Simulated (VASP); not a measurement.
# Zr5N (P6/mmm) in VASP: single point with PBE

Aim: the single point of Zr5N with PBE.

Everything below comes from runs of VASP 6.6.1. Logs are shortened: lines on timing, memory, paths and dates and some standing lists are left out, and cuts for length are marked.

**1. The cell of the first run**

The structure is hexagonal, space group P6/mmm (No. 191). Conventional cell: a = 5.116 Å, b = 5.116 Å, c = 5.361 Å, α = 90.00°, β = 90.00°, γ = 120.00°. Within 3.5 Å of Zr (site symmetry 3m) lie 8 Zr at 2.63 to 3.23 Å and 3 N at 3.25 Å. Within 3.5 Å of Zr (site symmetry 6/mmm) lie 2 N at 2.68 Å and 12 Zr at 3.23 Å. Within 3.5 Å of N (site symmetry 6/mmm) lie 14 Zr at 2.68 to 3.25 Å.

The cell was generated, and may not be a known phase.

**2. Single point, PBE, collinear spin**

INCAR reads:

```
ALGO     = Normal         # electronic algorithm
EDIFF    = 1E-6           # SCF threshold, eV
ENCUT    = 520            # plane-wave cutoff, eV
GGA      = PE             # functional
ISIF     = 2              # what is computed and relaxed
ISMEAR   = 0              # smearing method
ISPIN    = 2              # spin polarisation
LASPH    = True           # aspherical terms in the spheres
LCHARG   = True           # write CHGCAR
LELF     = True           # ELF
LMAXMIX  = 4              # l up to which the mixer works
LORBIT   = 11             # projections on sites
LREAL    = False          # projectors in reciprocal space
LVHAR    = True         
LWAVE    = False          # write WAVECAR
MAGMOM   = 1 1 1 1 1 0    # initial moments
NBANDS   = 46             # bands
NELM     = 150            # most SCF steps
PREC     = Accurate       # precision mode
SIGMA    = 0.1            # smearing width, eV
```

KPOINTS reads:

```
k-points
0
Gamma
  6 6 4
```

POSCAR reads:

```
Zr5N
1.0
    5.1163130019      0.0000000000      0.0000000000
   -2.5581565009      4.4308570333      0.0000000000
    0.0000000000      0.0000000000      5.3610620845
Zr N
5 1
Direct
    0.3333333333      0.6666666667      0.7546385884
    0.6666666667      0.3333333333      0.7546385884
    0.6666666667      0.3333333333      0.2453614116
    0.3333333333      0.6666666667      0.2453614116
    0.0000000000      0.0000000000      0.0000000000
    0.0000000000      0.0000000000      0.5000000000
```

Potentials or basis: VASP PAW PBE potentials, release 64 (Zr_sv, N).

Command:

```console
$ cat potpaw_PBE.64/Zr_sv/POTCAR potpaw_PBE.64/N/POTCAR > POTCAR
$ mpirun -np 1 vasp_std > vasp.out
```

OUTCAR:

```text
EDIFF = 1E-6
   ENCUT = 520
   GGA = PE
   ISIF = 2
   ISMEAR = 0
   ISPIN = 2
   LASPH = True
   LORBIT = 11
   LREAL = False
   NELM = 150
   PREC = Accurate

 ion  position               nearest neighbor table
   1  0.333  0.667  0.755-   4 2.63   4 2.73   2 2.95   2 2.95   2 2.95   5 3.23   5 3.23   5 3.23

   2  0.667  0.333  0.755-   3 2.63   3 2.73   1 2.95   1 2.95   1 2.95   5 3.23   5 3.23   5 3.23

   3  0.667  0.333  0.245-   2 2.63   2 2.73   4 2.95   4 2.95   4 2.95   5 3.23   5 3.23   5 3.23

   4  0.333  0.667  0.245-   1 2.63   1 2.73   3 2.95   3 2.95   3 2.95   5 3.23   5 3.23   5 3.23

   5  0.000  0.000  0.000-   6 2.68   6 2.68   3 3.23   4 3.23   1 3.23   2 3.23   1 3.23   4 3.23
                             2 3.23   3 3.23   2 3.23   3 3.23   1 3.23   4 3.23
   6  0.000  0.000  0.500-   5 2.68   5 2.68

  LATTYP: Found a hexagonal cell.
 ALAT       =     5.1163130019
 C/A-ratio  =     1.0478370034

  Lattice vectors:

 A1 = (   5.1163130019,   0.0000000000,   0.0000000000)
 A2 = (  -2.5581565009,   4.4308570333,   0.0000000000)
 A3 = (   0.0000000000,   0.0000000000,   5.3610620845)

Analysis of symmetry for initial positions (statically):
=====================================================================
 Subroutine PRICEL returns:
 Original cell was already a primitive cell.

 Routine SETGRP: Setting up the symmetry group for a
 hexagonal supercell.

 Subroutine GETGRP returns: Found 24 space group operations
 (whereof 24 operations were pure point group operations)
 out of a pool of 24 trial point group operations.

The static configuration has the point symmetry D_6h.

Analysis of symmetry for dynamics (positions and initial velocities):
=====================================================================
 Subroutine PRICEL returns:
 Original cell was already a primitive cell.

 Routine SETGRP: Setting up the symmetry group for a
 hexagonal supercell.

 Subroutine GETGRP returns: Found 24 space group operations
 (whereof 24 operations were pure point group operations)
 out of a pool of 24 trial point group operations.

The dynamic configuration has the point symmetry D_6h.

Analysis of structural, dynamic, and magnetic symmetry:
=====================================================================
 Subroutine PRICEL returns:
 Original cell was already a primitive cell.

 Routine SETGRP: Setting up the symmetry group for a
 hexagonal supercell.

 Subroutine GETGRP returns: Found 24 space group operations
 (whereof 24 operations were pure point group operations)
 out of a pool of 24 trial point group operations.

The overall configuration has the point symmetry D_6h.

 Subroutine INISYM returns: Found 24 space group operations
 (whereof 24 operations are pure point group operations),
 and found     1 'primitive' translations

----------------------------------------------------------------------------------------

                                     Primitive cell

  volume of cell :     121.5334

  direct lattice vectors                    reciprocal lattice vectors
     5.116313002  0.000000000  0.000000000     0.195453249  0.112844986  0.000000000
    -2.558156501  4.430857033  0.000000000     0.000000000  0.225689972  0.000000000
     0.000000000  0.000000000  5.361062085     0.000000000  0.000000000  0.186530203

  length of vectors
     5.116313002  5.116313002  5.361062085     0.225689972  0.225689972  0.186530203

  position of ions in fractional coordinates (direct lattice)
     0.333333333  0.666666667  0.754638588
     0.666666667  0.333333333  0.754638588
     0.666666667  0.333333333  0.245361412
     0.333333333  0.666666667  0.245361412
     0.000000000  0.000000000  0.000000000
     0.000000000  0.000000000  0.500000000

  ion indices of the primitive-cell ions
   primitive index   ion index
                 1           1
                 2           2
                 3           3
                 4           4
                 5           5
                 6           6

----------------------------------------------------------------------------------------

 KPOINTS: k-points

Automatic generation of k-mesh.
 Grid dimensions read from file:
 generate k-points for:    6    6    4

 Generating k-lattice:

  Cartesian coordinates                     Fractional coordinates (reciprocal lattice)
     0.032575542  0.018807498  0.000000000     0.166666667 -0.000000000  0.000000000
     0.000000000  0.037614995  0.000000000     0.000000000  0.166666667  0.000000000
     0.000000000  0.000000000  0.046632551     0.000000000  0.000000000  0.250000000

  Length of vectors
     0.037614995  0.037614995  0.046632551

  Shift w.r.t. Gamma in fractional coordinates (k-lattice)
     0.000000000  0.000000000  0.000000000

 Subroutine IBZKPT returns following result:
 ===========================================

 Found     21 irreducible k-points:

 Following reciprocal coordinates:
            Coordinates               Weight
  0.000000  0.000000  0.000000      1.000000
  0.166667  0.000000  0.000000      6.000000
  0.333333  0.000000  0.000000      6.000000
  0.500000  0.000000  0.000000      3.000000
  0.166667  0.166667  0.000000      6.000000
  0.333333  0.166667  0.000000     12.000000
[... 13 lines left out ...]
  0.333333  0.166667  0.500000     12.000000
  0.333333  0.333333  0.500000      2.000000
   k-points           NKPTS =     21   k-points in BZ     NKDIM =     21   number of bands    NBANDS=     46
   number of dos      NEDOS =    301   number of ions     NIONS =      6
   total plane-waves  NPLWV =  64000
   dimension x,y,z NGX =    40 NGY =   40 NGZ =   40
   dimension x,y,z NGXF=    80 NGYF=   80 NGZF=   80
   ions per type =               5   1
   NGX,Y,Z   is equivalent  to a cutoff of  13.00, 13.00, 12.40 a.u.
   NGXF,Y,Z  is equivalent  to a cutoff of  25.99, 25.99, 24.81 a.u.
 SYSTEM =  unknown system
   PREC   = accura    normal or accurate (medium, high low for compatibility)
   ISTART =      0    job   : 0-new  1-cont  2-samecut
   ICHARG =      2    charge: 1-file 2-atom 10-const
   ISPIN  =      2    spin polarized calculation?
   LNONCOLLINEAR =      F non collinear calculations
   LSORBIT =      F    spin-orbit coupling
   LASPH  =      T    aspherical Exc in radial PAW
   ENCUT  =  520.0 eV  38.22 Ry    6.18 a.u.   9.51  9.51  9.97*2*pi/ulx,y,z
   NELM   =    150;   NELMIN=  2; NELMDL= -5     # of ELM steps
   EDIFF  = 0.1E-05   stopping-criterion for ELM
   LREAL  =      F    real-space projection
   EDIFFG = 0.1E-04   stopping-criterion for IOM
   NSW    =      0    number of steps for IOM
   IBRION =     -1    ionic relax: 0-MD 1-quasi-New 2-CG
   NFREE  =      0    steps in history (QN), initial steepest desc. (CG)
   ISIF   =      2    stress and relaxation
   ISYM   =      2    0-nonsym 1-usesym 2-fastsym
   POTIM  = 0.5000    time-step for ionic-motion
   TEBEG  =    0.0;   TEEND  =   0.0 temperature during run
   PSTRESS=    0.0 pullay stress
   NELECT =      65.0000    total number of electrons
   NUPDOWN=      -1.0000    fix difference up-down
   EMIN   =  10.00;   EMAX   =-10.00  energy-range for DOS
   EFERMI =   0.00;   METHOD = LEGACY
   ISMEAR =     0;   SIGMA  =   0.10  broadening in eV -4-tet -1-fermi 0-gaus
   EFERMI_NEDOS =   21; number of points for ismear=-14 and -15
   IALGO  =     38    algorithm
   IMIX   =      4    mixing-type and parameters
     AMIX     =   0.40;   BMIX     =  1.00
     AMIX_MAG =   1.60;   BMIX_MAG =  1.00
  volume/ion in A,a.u.               =      20.26       136.69
  Fermi-wavevector in a.u.,A,eV,Ry     =   1.328865  2.511190 24.026270  1.765881
  Thomas-Fermi vector in A             =   2.458070
   LORBIT       =     11    0 simple, 1 ext, 2 COOP (PROOUT), +10 PAW based schemes
   GGA     = PE    functional components
   LHFCALC =     F    Hartree Fock is set to
   AEXX    =    0.0000 exact exchange contribution
   IVDW    =     0    specifies the selected vdW correction
   LEPSILON=     F    determine dielectric tensor
   LRPA    =     F    only Hartree local field effects (RPA)
 spin polarized calculation
 Gauss-broadening in eV      SIGMA  =   0.10
  energy-cutoff  :      520.00
  volume of cell :      121.53
 maximum number of plane-waves:      3296
 NGX is ok and might be reduce to    40
   NGX = 19   NGY = 19   NGZ = 19

 number of electron      65.0000000 magnetization       0.0034254

 Free energy of the ion-electron system (eV)
  ---------------------------------------------------
  ext. energy  EPLUGINS =         0.00000000
  ---------------------------------------------------
  free energy    TOTEN  =       -46.58463370 eV

  energy without entropy =      -46.53791898  energy(sigma->0) =      -46.56127634

 E-fermi :   8.5792     XC(G=0): -11.1662

 val. band max:        8.5775675893   @ k =   0.0000   0.0000   0.2500
 cond. band min:       8.5865623781   @ k =   0.5000   0.0000   0.2500
 fundamental gap:      0.0089947888
 Fermi energy:         8.5792014273

 spin component 1

 k-point     1 :       0.0000    0.0000    0.0000
  band No.  band energies     occupation
      1     -40.0249      1.00000
      2     -39.8774      1.00000
      3     -39.7282      1.00000
      4     -39.5781      1.00000
      5     -39.4042      1.00000
      6     -19.0031      1.00000
[... 36 lines left out ...]
     43      11.0489      0.00000
     44      12.3855      0.00000
[... 898 lines left out ...]
      3     -39.6879      1.00000
      4     -39.6321      1.00000
      5     -39.6321      1.00000
      6     -18.3493      1.00000
[... 36 lines left out ...]
     43      11.7051      0.00000
     44      11.9369      0.00000
 Fermi energy:         8.5792014273

 spin component 2

 k-point     1 :       0.0000    0.0000    0.0000
  band No.  band energies     occupation
      1     -40.0244      1.00000
      2     -39.8771      1.00000
      3     -39.7280      1.00000
      4     -39.5779      1.00000
      5     -39.4039      1.00000
      6     -19.0030      1.00000
[... 36 lines left out ...]
     43      11.0490      0.00000
     44      12.3861      0.00000
[... 898 lines left out ...]
      3     -39.6877      1.00000
      4     -39.6319      1.00000
      5     -39.6319      1.00000
      6     -18.3488      1.00000
[... 36 lines left out ...]
     43      11.7054      0.00000
     44      11.9374      0.00000
 [bands above 44 left out]

------------------------ aborting loop because EDIFF is reached ----------------------------------------

  FORCE on cell =-STRESS in cart. coord.  units (eV):
  Direction    XX          YY          ZZ          XY          YZ          ZX
  --------------------------------------------------------------------------------------
  -------------------------------------------------------------------------------------
  Total        0.0277516      0.0277516      0.1484173      0.0000000      0.0000000      0.0000000
  in kB        0.3658501      0.3658501      1.9565883      0.0000000      0.0000000      0.0000000
  external PRESSURE =       0.8960962 kB  Pullay stress =       0.0000000 kB

 VOLUME and BASIS-vectors are now :
 -----------------------------------------------------------------------------
  energy-cutoff  :      520.00
  volume of cell :      121.53
      direct lattice vectors                 reciprocal lattice vectors
     5.116313002  0.000000000  0.000000000     0.195453249  0.112844986  0.000000000
    -2.558156501  4.430857033  0.000000000     0.000000000  0.225689972  0.000000000
     0.000000000  0.000000000  5.361062085     0.000000000  0.000000000  0.186530203

 POSITION                                       TOTAL-FORCE (eV/Angst)
 -----------------------------------------------------------------------------------
     -0.00000      2.95390      4.04566         0.000000      0.000000     -0.005080
      2.55816      1.47695      4.04566        -0.000000     -0.000000     -0.005080
      2.55816      1.47695      1.31540        -0.000000      0.000000      0.005080
     -0.00000      2.95390      1.31540         0.000000     -0.000000      0.005080
      0.00000      0.00000      0.00000        -0.000000      0.000000      0.000000
      0.00000      0.00000      2.68053        -0.000000      0.000000      0.000000
 -----------------------------------------------------------------------------------
    total drift:                                0.000000     -0.000000      0.000000

  FREE ENERGIE OF THE ION-ELECTRON SYSTEM (eV)
  ---------------------------------------------------
  free  energy   TOTEN  =       -46.5846337021 eV

  energy  without entropy=      -46.5379189807  energy(sigma->0) =      -46.56127634

 total charge

# of ion       s       p       d       tot
------------------------------------------
    1        2.240   5.929   1.897  10.066
    2        2.240   5.929   1.897  10.066
    3        2.240   5.929   1.897  10.066
    4        2.240   5.929   1.897  10.066
    5        2.193   5.976   1.564   9.733
    6        1.320   2.034   0.000   3.354
--------------------------------------------------
tot         12.472  31.725   9.154  53.351

 magnetization (x)

# of ion       s       p       d       tot
------------------------------------------
    1        0.000   0.000   0.000   0.000
    2        0.000   0.000   0.000   0.000
    3        0.000   0.000   0.000   0.000
    4        0.000   0.000   0.000   0.000
    5        0.000   0.000   0.001   0.001
    6        0.000  -0.000   0.000  -0.000
--------------------------------------------------
tot          0.000  -0.000   0.001   0.001
```

Wall time 6.1 min (1 thread of AMD EPYC 7R43 (Zen 3), shared host); peak memory 0.34 GiB.

What came out:

```
Free energy                                           : -46.5846 eV
Pressure                                              : 0.1 GPa
Largest force                                         : 0.005 eV/Å
Net moment                                            : 0.00 μB per cell
Valence electrons inside the program's atomic spheres : Zr 10.07, 9.73 (each value once); N 3.35
```

Forces in eV/Å, atoms in the order of the input:
```
Zr   0.000  0.000 -0.005
Zr   0.000  0.000 -0.005
Zr   0.000  0.000  0.005
Zr   0.000  0.000  0.005
Zr   0.000  0.000  0.000
N    0.000  0.000  0.000
```

Levels at points of the mesh, in eV from the Fermi level:
Spin up:
```csv
k point,band 30,band 31,band 32,band 33,band 34,band 35
"(0.00, 0.00, 0.00)",-0.35,-0.35,0.12,0.12,0.13,0.13
"(0.50, 0.00, 0.00)",-0.87,-0.83,-0.30,-0.26,-0.12,0.11
"(0.00, 0.00, 0.50)",-0.36,0.01,0.01,0.91,1.05,1.05
"(0.50, 0.00, 0.50)",-0.69,-0.08,-0.06,0.24,0.44,1.11
```
Spin down:
| k point | band 28 | band 29 | band 30 | band 31 | band 32 | band 33 | band 34 | band 35 | band 36 | band 37 |
| --- | --- | --- | --- | --- | --- | --- | --- | --- | --- | --- |
| (0.00, 0.00, 0.00) | -1.67 | -0.94 | -0.35 | -0.35 | 0.12 | 0.12 | 0.14 | 0.14 | 0.98 | 1.53 |
| (0.50, 0.00, 0.00) | -1.46 | -1.20 | -0.87 | -0.83 | -0.30 | -0.26 | -0.12 | 0.11 | 0.56 | 0.92 |
| (0.00, 0.00, 0.50) | -1.59 | -0.36 | -0.36 | 0.01 | 0.01 | 0.91 | 1.05 | 1.05 | 1.19 | 1.63 |
| (0.50, 0.00, 0.50) | -0.97 | -0.81 | -0.69 | -0.07 | -0.06 | 0.24 | 0.44 | 1.11 | 1.50 | 1.83 |
